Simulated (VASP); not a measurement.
# GaP (F-43m) in VASP: a series of runs

GaP is run at these levels: PBE+D3(BJ); tasks: single point, relaxation of cell and atoms.

All numbers are computed with VASP 6.6.1; they aren't measurements. Logs are shortened: lines on timing, memory, paths and dates and some standing lists are left out, and cuts for length are marked.

### Step 1. The cell of the first run

It takes space group F-43m (No. 216, cubic). The conventional cell has a = 5.440 Å, b = 5.440 Å, c = 5.440 Å, α = 90.00°, β = 90.00°, γ = 90.00°. Within 3.1 Å of Ga (site symmetry -43m) lie 4 P at 2.36 Å. P (site symmetry -43m) has 4 Ga at 2.36 Å within 3.1 Å.

### Step 2. Single point, PBE+D3(BJ)

Contents of INCAR:

```
SYSTEM = GaP
PREC     = Accurate       ! precision mode
ENCUT    = 500            ! plane-wave cutoff, eV
EDIFF    = 1E-6           ! SCF threshold, eV
ISMEAR   = 0              ! smearing method
SIGMA    = 0.1            ! smearing width, eV
LREAL    = .False.        ! projectors in reciprocal space
LASPH    = .True.         ! aspherical terms in the spheres
NELM     = 120            ! most SCF steps
ALGO     = Normal         ! electronic algorithm
ISIF     = 2              ! what is computed and relaxed
LWAVE    = .False.        ! write WAVECAR
LCHARG   = .False.        ! write CHGCAR
GGA      = PE             ! functional
IVDW     = 12             ! dispersion correction
NBANDS   = 16             ! bands
GGA_COMPAT= .False.
```

Contents of KPOINTS:

```
regular mesh
0
Gamma
  6 6 6
  0 0 0
```

Contents of POSCAR:

```
GaP
1.0
    0.0000000000      2.7200000000      2.7200000000
    2.7200000000      0.0000000000      2.7200000000
    2.7200000000      2.7200000000      0.0000000000
Ga P
1 1
Direct
    0.0000000000      0.0000000000      0.0000000000
    0.2500000000      0.2500000000      0.2500000000
```

Potentials or basis: VASP PAW PBE potentials, release 64 (Ga_d, P).

Started as:

```bash
$ cat potpaw_PBE.64/Ga_d/POTCAR potpaw_PBE.64/P/POTCAR > POTCAR
$ mpirun -np 1 vasp_std > vasp.out
```

OUTCAR:

```text
SYSTEM = GaP
   PREC = Accurate
   ENCUT = 500
   EDIFF = 1E-6
   ISMEAR = 0
   LREAL = .False.
   LASPH = .True.
   NELM = 120
   ISIF = 2
   GGA = PE
   IVDW = 12
 IVDW          = 12

 ion  position               nearest neighbor table
   1  0.000  0.000  0.000-   2 2.36   2 2.36   2 2.36   2 2.36
   2  0.250  0.250  0.250-   1 2.36   1 2.36   1 2.36   1 2.36

  LATTYP: Found a face centered cubic cell.
 ALAT       =     5.4400000000

  Lattice vectors:

 A1 = (   0.0000000000,   2.7200000000,   2.7200000000)
 A2 = (   2.7200000000,   0.0000000000,   2.7200000000)
 A3 = (   2.7200000000,   2.7200000000,   0.0000000000)

Analysis of symmetry for initial positions (statically):
=====================================================================
 Subroutine PRICEL returns:
 Original cell was already a primitive cell.

 Routine SETGRP: Setting up the symmetry group for a
 face centered cubic supercell.

 Subroutine GETGRP returns: Found 24 space group operations
 (whereof 24 operations were pure point group operations)
 out of a pool of 48 trial point group operations.

The static configuration has the point symmetry T_d .

Analysis of symmetry for dynamics (positions and initial velocities):
=====================================================================
 Subroutine PRICEL returns:
 Original cell was already a primitive cell.

 Routine SETGRP: Setting up the symmetry group for a
 face centered cubic supercell.

 Subroutine GETGRP returns: Found 24 space group operations
 (whereof 24 operations were pure point group operations)
 out of a pool of 48 trial point group operations.

The dynamic configuration has the point symmetry T_d .

 Subroutine INISYM returns: Found 24 space group operations
 (whereof 24 operations are pure point group operations),
 and found     1 'primitive' translations

----------------------------------------------------------------------------------------

                                     Primitive cell

  volume of cell :      40.2473

  direct lattice vectors                    reciprocal lattice vectors
     0.000000000  2.720000000  2.720000000    -0.183823529  0.183823529  0.183823529
     2.720000000  0.000000000  2.720000000     0.183823529 -0.183823529  0.183823529
     2.720000000  2.720000000  0.000000000     0.183823529  0.183823529 -0.183823529

  length of vectors
     3.846660890  3.846660890  3.846660890     0.318391693  0.318391693  0.318391693

[... 70 lines left out ...]
   NELM   =    120;   NELMIN=  2; NELMDL= -5     # of ELM steps
   EDIFF  = 0.1E-05   stopping-criterion for ELM
   LREAL  =      F    real-space projection
   EDIFFG = 0.1E-04   stopping-criterion for IOM
   NSW    =      0    number of steps for IOM
   IBRION =     -1    ionic relax: 0-MD 1-quasi-New 2-CG
   NFREE  =      0    steps in history (QN), initial steepest desc. (CG)
   ISIF   =      2    stress and relaxation
   ISYM   =      2    0-nonsym 1-usesym 2-fastsym
   POTIM  = 0.5000    time-step for ionic-motion
   TEBEG  =    0.0;   TEEND  =   0.0 temperature during run
   PSTRESS=    0.0 pullay stress
   NELECT =      18.0000    total number of electrons
   NUPDOWN=      -1.0000    fix difference up-down
   EMIN   =  10.00;   EMAX   =-10.00  energy-range for DOS
   EFERMI =   0.00;   METHOD = LEGACY
   ISMEAR =     0;   SIGMA  =   0.10  broadening in eV -4-tet -1-fermi 0-gaus
   EFERMI_NEDOS =   21; number of points for ismear=-14 and -15
   IALGO  =     38    algorithm
   IMIX   =      4    mixing-type and parameters
     AMIX     =   0.40;   BMIX     =  1.00
     AMIX_MAG =   1.60;   BMIX_MAG =  1.00
  volume/ion in A,a.u.               =      20.12       135.80
  Fermi-wavevector in a.u.,A,eV,Ry     =   1.251949  2.365841 21.325462  1.567377
  Thomas-Fermi vector in A             =   2.385873
   LORBIT       =      0    0 simple, 1 ext, 2 COOP (PROOUT), +10 PAW based schemes
   GGA     = PE    functional components
   LHFCALC =     F    Hartree Fock is set to
   AEXX    =    0.0000 exact exchange contribution
   IVDW    =    12    specifies the selected vdW correction
   LEPSILON=     F    determine dielectric tensor
   LRPA    =     F    only Hartree local field effects (RPA)
 non-spin polarized calculation
 Gauss-broadening in eV      SIGMA  =   0.10
  energy-cutoff  :      500.00
  volume of cell :       40.25
 maximum number of plane-waves:      1034
   NGX = 13   NGY = 13   NGZ = 13

 number of electron      18.0000015 magnetization

 Free energy of the ion-electron system (eV)
  ---------------------------------------------------
  ext. energy  EPLUGINS =         0.00000000
  ---------------------------------------------------
  free energy    TOTEN  =        -9.09823169 eV

  energy without entropy =       -9.09823169  energy(sigma->0) =       -9.09823169

 E-fermi :   5.1434     XC(G=0):  -9.8565

 val. band max:        4.7180373763   @ k =   0.0000   0.0000   0.0000
 cond. band min:       6.3567979156   @ k =   0.5000   0.5000   0.0000
 fundamental gap:      1.6387605393
 Fermi energy:         5.1433797453

 k-point     1 :       0.0000    0.0000    0.0000
  band No.  band energies     occupation
      1      -9.8498      2.00000
      2      -9.8498      2.00000
      3      -9.8498      2.00000
      4      -9.7485      2.00000
      5      -9.7485      2.00000
      6      -7.8186      2.00000
[... 281 lines left out ...]
      3      -9.7886      2.00000
      4      -9.7694      2.00000
      5      -9.7350      2.00000
      6      -4.7545      2.00000
[... 8 lines left out ...]
     15      16.6484      0.00000
     16      18.3607      0.00000

------------------------ aborting loop because EDIFF is reached ----------------------------------------

 Edisp (eV)   -0.63698

 E8    (eV) :    -0.2702

  FORCE on cell =-STRESS in cart. coord.  units (eV):
  Direction    XX          YY          ZZ          XY          YZ          ZX
  --------------------------------------------------------------------------------------
  -------------------------------------------------------------------------------------
  Total       0.05189     0.05189     0.05189     0.00000     0.00000    -0.00000
  in kB       2.06567     2.06567     2.06567     0.00000     0.00000    -0.00000
  external pressure =        2.07 kB  Pullay stress =        0.00 kB

 VOLUME and BASIS-vectors are now :
 -----------------------------------------------------------------------------
  energy-cutoff  :      500.00
  volume of cell :       40.25
      direct lattice vectors                 reciprocal lattice vectors
     0.000000000  2.720000000  2.720000000    -0.183823529  0.183823529  0.183823529
     2.720000000  0.000000000  2.720000000     0.183823529 -0.183823529  0.183823529
     2.720000000  2.720000000  0.000000000     0.183823529  0.183823529 -0.183823529

 POSITION                                       TOTAL-FORCE (eV/Angst)
 -----------------------------------------------------------------------------------
      0.00000      0.00000      0.00000        -0.000000     -0.000000     -0.000000
      1.36000      1.36000      1.36000         0.000000      0.000000      0.000000
 -----------------------------------------------------------------------------------
    total drift:                                0.000001      0.000001      0.000001

  FREE ENERGIE OF THE ION-ELECTRON SYSTEM (eV)
  ---------------------------------------------------
  free  energy   TOTEN  =        -9.7352076367 eV

  energy  without entropy=       -9.7352076366  energy(sigma->0) =       -9.73520764
```

OSZICAR:

```text
N       E                     dE             d eps       ncg     rms          rms(c)
DAV:   1     0.820746862214E+02    0.82075E+02   -0.88304E+03   544   0.162E+03
DAV:   2    -0.304295716272E+01   -0.85118E+02   -0.81262E+02   592   0.315E+02
DAV:   3    -0.927197589850E+01   -0.62290E+01   -0.62112E+01   656   0.655E+01
DAV:   4    -0.937122671353E+01   -0.99251E-01   -0.99237E-01   640   0.900E+00
DAV:   5    -0.937319744824E+01   -0.19707E-02   -0.19707E-02   616   0.114E+00    0.429E+00
DAV:   6    -0.912548219836E+01    0.24772E+00   -0.38036E-01   800   0.106E+01    0.284E+00
DAV:   7    -0.909731485146E+01    0.28167E-01   -0.97712E-02   632   0.211E+00    0.112E+00
DAV:   8    -0.909768152633E+01   -0.36667E-03   -0.13790E-02   624   0.142E+00    0.203E-01
DAV:   9    -0.909808867442E+01   -0.40715E-03   -0.13313E-03   624   0.503E-01    0.793E-02
DAV:  10    -0.909816061486E+01   -0.71940E-04   -0.11164E-04   760   0.119E-01    0.383E-02
DAV:  11    -0.909823200355E+01   -0.71389E-04   -0.96460E-05   560   0.808E-02    0.510E-03
DAV:  12    -0.909823168882E+01    0.31473E-06   -0.26715E-06   632   0.205E-02
   1 F= -.97352076E+01 E0= -.97352076E+01  d E =-.108892E-10
```

stdout:

```text
POSCAR found type information on POSCAR GaP
 POSCAR found :  2 types and       2 ions
 scaLAPACK will be used
 LDA part: xc-table for (Slater+PW92), standard interpolation
 POSCAR, INCAR and KPOINTS ok, starting setup
 FFT: planning ... GRIDC
 FFT: planning ... GRID_SOFT
 FFT: planning ... GRID
 WAVECAR not read
 entering main loop
```

Wall time 5.5 s (1 thread of Intel Xeon 6975P-C (Granite Rapids), shared host); peak memory 0.16 GiB.

Results:

```
Free energy                : -9.7352 eV
Pressure                   : 0.2 GPa
Band gap on the k mesh     : 1.64 eV (least direct gap 1.87 eV)
Dispersion energy per atom : -0.318 eV
```

### Step 3. Single point, PBE+D3(BJ)

This run uses another cell than the first one, of 20.19 Å³/atom.

Contents of INCAR:

```
PREC = Accurate
ENCUT = 500
EDIFF = 1E-6
ISMEAR = 0
SIGMA = 0.02
LREAL = False
LASPH = True
NELM = 120
ALGO = Normal
ISIF = 2
LWAVE = False
LCHARG = True
GGA = PE
IVDW = 12
LELF = True
LVHAR = True
NBANDS = 16
GGA_COMPAT = False
```

Contents of KPOINTS:

```
regular mesh
0
Gamma
  8 8 8
```

Contents of POSCAR:

```
GaP
1.0
    0.0000000000      2.7231706570      2.7231706570
    2.7231706570      0.0000000000      2.7231706570
    2.7231706570      2.7231706570      0.0000000000
Ga P
1 1
Direct
    0.0000000000      0.0000000000      0.0000000000
    0.2500000000      0.2500000000      0.2500000000
```

Potentials or basis: VASP PAW PBE potentials, release 64 (Ga_d, P).

Started as:

```bash
$ cat potpaw_PBE.64/Ga_d/POTCAR potpaw_PBE.64/P/POTCAR > POTCAR
$ mpirun -np 1 vasp_std > vasp.out
```

It took 8.3 s on 1 thread of Intel Xeon 6975P-C (Granite Rapids), shared host; peak memory 0.16 GiB.

The run converged. Its results:

```yaml
Free_energy: -9.7491 eV
Pressure: -0.1 GPa
Band_gap_on_the_k_mesh: 1.64 eV (least direct gap 1.85 eV)
Dispersion_energy_per_atom: -0.317 eV
```

Levels at points of the mesh, in eV from the valence-band top:
| k point | band 7 | band 8 | band 9 | band 10 | band 11 | band 12 |
| --- | --- | --- | --- | --- | --- | --- |
| (0.00, 0.00, 0.00) | 0.00 | 0.00 | 0.00 | 1.85 | 3.89 | 3.89 |
| (0.50, 0.00, 0.00) | -6.64 | -1.12 | -1.12 | 1.68 | 4.72 | 4.72 |
| (0.50, 0.50, 0.00) | -6.76 | -2.69 | -2.69 | 1.65 | 1.82 | 10.61 |

A k mesh can miss the band edges.

### Step 4. Single point, PBE+D3(BJ)

This run uses another cell than the first one, of 20.19 Å³/atom.

Contents of INCAR:

```
PREC = Accurate ; ENCUT = 500
EDIFF = 1E-6 ; ISMEAR = 0
SIGMA = 0.02 ; LREAL = False
LASPH = True ; NELM = 120
ALGO = Normal ; ISIF = 2
LWAVE = False ; LCHARG = False
GGA = PE ; IVDW = 12
NBANDS = 16 ; GGA_COMPAT = False
```

Contents of KPOINTS:

```
regular mesh
0
Gamma
  10 10 10
```

POSCAR is that of step 3.

Started as:

```bash
$ cat potpaw_PBE.64/Ga_d/POTCAR potpaw_PBE.64/P/POTCAR > POTCAR
$ mpirun -np 1 vasp_std > vasp.out
```

Wall time 14 s (1 thread of Intel Xeon 6975P-C (Granite Rapids), shared host); peak memory 0.17 GiB.

Results (log left out):

| Quantity | Value |
| --- | --- |
| Free energy | -9.7511 eV |
| Pressure | -0.1 GPa |
| Band gap on the k mesh | 1.60 eV (least direct gap 1.85 eV) |
| Dispersion energy per atom | -0.317 eV |

Levels at points of the mesh, in eV from the valence-band top:
```
           k point  band 7  band 8  band 9  band 10  band 11  band 12
(0.00, 0.00, 0.00)    0.00    0.00    0.00     1.85     3.89     3.89
(0.50, 0.00, 0.00)   -6.64   -1.12   -1.12     1.68     4.72     4.72
(0.50, 0.50, 0.00)   -6.76   -2.69   -2.69     1.65     1.82    10.61
```

A k mesh can miss the band edges.

### Step 5. Relaxation of cell and atoms, PBE+D3(BJ)

Contents of INCAR:

```
SYSTEM = GaP
ALGO = Normal
EDIFF = 1E-7
EDIFFG = -0.002
ENCUT = 500
GGA = PE
GGA_COMPAT = .False.
IBRION = 2
ISIF = 3
ISMEAR = 0
IVDW = 12
LASPH = .True.
LCHARG = .False.
LREAL = .False.
LWAVE = .False.
NELM = 120
NELMIN = 4
NSW = 100
PREC = Accurate
SIGMA = 0.02
```

Contents of KPOINTS:

```
k-points
0
Gamma
  10 10 10
  0 0 0
```

Contents of POSCAR:

```
GaP
1.0
    0.0000000000      2.7200000000      2.7200000000
    2.7200000000      0.0000000000      2.7200000000
    2.7200000000      2.7200000000      0.0000000000
Ga P
1 1
Direct
    0.0000000000      0.0000000000      0.0000000000
    0.2500000000      0.2500000000      0.2500000000
```

Potentials or basis: VASP PAW PBE potentials, release 64 (Ga_d, P).

Started as:

```bash
$ cat potpaw_PBE.64/Ga_d/POTCAR potpaw_PBE.64/P/POTCAR > POTCAR
$ mpirun -np 1 vasp_std > vasp.out
```

OUTCAR:

```text
SYSTEM = GaP
   EDIFF = 1E-7
   EDIFFG = -0.002
   ENCUT = 500
   GGA = PE
   IBRION = 2
   ISIF = 3
   ISMEAR = 0
   IVDW = 12
   LASPH = .True.
   LREAL = .False.
   NELM = 120
   NELMIN = 4
   NSW = 100
   PREC = Accurate
 IVDW          = 12

 ion  position               nearest neighbor table
   1  0.000  0.000  0.000-   2 2.36   2 2.36   2 2.36   2 2.36
   2  0.250  0.250  0.250-   1 2.36   1 2.36   1 2.36   1 2.36

  LATTYP: Found a face centered cubic cell.
 ALAT       =     5.4400000000

  Lattice vectors:

 A1 = (   0.0000000000,   2.7200000000,   2.7200000000)
 A2 = (   2.7200000000,   0.0000000000,   2.7200000000)
 A3 = (   2.7200000000,   2.7200000000,   0.0000000000)

Analysis of symmetry for initial positions (statically):
=====================================================================
 Subroutine PRICEL returns:
 Original cell was already a primitive cell.

 Routine SETGRP: Setting up the symmetry group for a
 face centered cubic supercell.

[... 336 lines left out ...]

 E-fermi :   4.7938     XC(G=0):  -9.8470

 val. band max:        4.6820220232   @ k =   0.0000   0.0000   0.0000
 cond. band min:       6.2817485080   @ k =   0.4000   0.4000   0.0000
 fundamental gap:      1.5997264848
 Fermi energy:         4.7938025708

 k-point     1 :       0.0000    0.0000    0.0000
  band No.  band energies     occupation
      1      -9.8729      2.00000
      2      -9.8729      2.00000
      3      -9.8729      2.00000
      4      -9.7723      2.00000
      5      -9.7723      2.00000
      6      -7.8322      2.00000
      7       4.6820      2.00000
      8       4.6820      2.00000
      9       4.6820      2.00000
     10       6.5336      0.00000
     11       8.5714      0.00000
     12       8.5714      0.00000
     13       8.5714      0.00000
[... 354 lines left out ...]
  band No.  band energies     occupation
      1      -9.9701      2.00000
      2      -9.8248      2.00000
      3      -9.8226      2.00000
      4      -9.7971      2.00000
      5      -9.7557      2.00000
      6      -5.8457      2.00000
      7      -0.7081      2.00000
      8       2.0809      2.00000
      9       2.4278      2.00000
     10       6.7187      0.00000
     11       7.8090      0.00000
     12      12.3101      0.00000
     13      12.7881      0.00000

 [... further k-points ...]

------------------------ aborting loop because EDIFF is reached ----------------------------------------

 Edisp (eV)   -0.63506

 E8    (eV) :    -0.2693
[... 25 lines left out ...]
  FREE ENERGIE OF THE ION-ELECTRON SYSTEM (eV)
  ---------------------------------------------------
  free  energy   TOTEN  =        -9.7510616995 eV

  energy  without entropy=       -9.7510616995  energy(sigma->0) =       -9.75106170

 reached required accuracy - stopping structural energy minimisation
```

CONTCAR:

```text
GaP
   1.00000000000000
    -0.0000000000000000    2.7225233901565353    2.7225233901565353
     2.7225233901565353    0.0000000000000000    2.7225233901565353
     2.7225233901565353    2.7225233901565353    0.0000000000000000
  Ga              P
     1     1
Direct
     0.0000000000000000    0.0000000000000000    0.0000000000000000
     0.2500000000000000    0.2500000000000000    0.2500000000000000

  0.00000000E+00  0.00000000E+00  0.00000000E+00
  0.00000000E+00  0.00000000E+00  0.00000000E+00
```

It took 33 s on 1 thread of Intel Xeon 6975P-C (Granite Rapids), shared host; peak memory 0.18 GiB.

Results:

```
Free energy                           : -9.7511 eV
Relaxed volume                        : 20.18 Å³/atom
Relaxed cell                          : a = 3.850 Å, b = 3.850 Å, c = 3.850 Å, α = 60.00°, β = 60.00°, γ = 60.00°
Space group after relaxing (to 0.1 Å) : F-43m (No. 216)
Energy gained by relaxing             : 0.0 meV/atom
Ionic steps                           : 5
Pressure after relaxing               : 0.0 GPa
Band gap on the k mesh                : 1.60 eV (least direct gap 1.85 eV)
Dispersion energy per atom            : -0.318 eV
```

Final structure:
```xyz
2
Lattice="0.0000 2.7225 2.7225 2.7225 0.0000 2.7225 2.7225 2.7225 0.0000" Properties=species:S:1:pos:R:3 pbc="T T T"
Ga    0.0000    0.0000    0.0000
P     1.3613    1.3613    1.3613
```

A k mesh can miss the band edges.

### Step 6. Overview

```tsv
task	cell	k mesh	smearing	gap on the mesh (eV)	pressure (GPa)
single point	a = 3.847 Å, angles 60.0°, 2 atoms	6 × 6 × 6	gaussian 0.1 eV	1.64	0.2
single point	a = 3.851 Å, angles 60.0°, 2 atoms	8 × 8 × 8	gaussian 0.02 eV	1.64	-0.1
single point	a = 3.851 Å, angles 60.0°, 2 atoms	10 × 10 × 10	gaussian 0.02 eV	1.60	-0.1
relaxation of cell and atoms	relaxed from a = 3.847 Å, angles 60.0°, 2 atoms	10 × 10 × 10	gaussian 0.02 eV	1.60	0.0
```

Alike in all rows: level PBE+D3(BJ); potentials or basis VASP PAW PBE potentials, release 64 (Ga_d, P); no spin polarisation; cutoff (eV) 500.

Absolute energies hang on the potentials; compare differences alone.
